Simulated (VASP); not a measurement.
SnSe, 2 atoms in the cell. Symmetry: Pm-3m, No. 221, cubic system. Conventional cell: a = 3.182 Å, b = 3.182 Å, c = 3.182 Å, α = 90.00°, β = 90.00°, γ = 90.00°. Sn (site symmetry m-3m) has 8 Se at 2.76 Å and 6 Sn at 3.18 Å within 3.6 Å. Within 3.6 Å of Se (site symmetry m-3m) lie 8 Sn at 2.76 Å and 6 Se at 3.18 Å. 

- Program: VASP 6.6.1
- Task: relaxation of cell and atoms
- Functional: PBE
- Potentials or basis: VASP PAW PBE potentials, release 64 (Sn_d, Se)
- Cutoff: 600 eV
- k mesh: 6 × 6 × 6
- Occupations: gaussian, width 0.1 eV
- Spin: no spin polarisation
- Dipole correction: no
- Further INCAR settings: ALGO = Normal; EDIFF = 1e-07; IBRION = 2; EDIFFG = -0.05; NSW = 100; ISIF = 3

Potentials or basis: VASP PAW PBE potentials, release 64 (Sn_d, Se).

Run with:

```sh
$ cat potpaw_PBE.64/Sn_d/POTCAR potpaw_PBE.64/Se/POTCAR > POTCAR
$ mpirun -np 1 vasp_std > vasp.out
```

Hardware: 1 thread of Intel(R) Xeon(R) Platinum 8175M CPU @ 2.50GHz (Skylake/Cascade Lake), with other jobs on the host.

Problem. Estimate the wall time of this run.

Solution. It took 59 s on 1 thread of Intel(R) Xeon(R) Platinum 8175M CPU @ 2.50GHz (Skylake/Cascade Lake), with other jobs on the host, peak memory 0.16 GiB. Counts: scf iterations 48, k points 20, ion steps 4.
